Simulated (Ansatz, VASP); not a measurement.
**C in VASP and in Ansatz**

```
CELL_PARAMETERS angstrom
2.46488 0.00000 0.00616
-1.23244 2.13465 -0.00308
0.05152 0.00000 20.60609
ATOMIC_POSITIONS crystal
C 0.66667 0.33333 0.95199
C 0.66667 0.33333 0.45201
C 0.66667 0.33333 0.77932
C 0.66667 0.33333 0.27934
C 0.00000 0.00000 0.61567
C 0.33333 0.66667 0.27932
C 0.00000 0.00000 0.11567
C 0.66667 0.33333 0.61567
C 0.33333 0.66667 0.77934
C 0.33333 0.66667 0.11567
C 0.33333 0.66667 0.45199
C 0.33333 0.66667 0.95201
```

Change from the starting cell: strain +0.0050 x Voigt [0, 0, 0, 0, 1, 0], atoms carried along.

Alike in both runs: task single point; functional PBE; dispersion D3(BJ); k mesh 18 × 18 × 2; occupations gaussian, width 0.15 eV; no spin polarisation.

```csv
,VASP,Ansatz
version,VASP 6.6.1,Ansatz 0.2.0
potentials or method,"VASP PAW PBE potentials, release 64 (C), cutoff 520 eV","scalar-relativistic, plane waves, PAW"
valence electrons in the cell,48,48
```

Ansatz gave:

| Item | Value |
| --- | --- |
| pressure (GPa) | 0.0 |
| traceless stress, the component that is largest in VASP (GPa) | -0.01 |

Problem. Estimate VASP's values.

Solution. Pressure (GPa): 0.4; traceless stress, the component that is largest in VASP (GPa): -0.52.
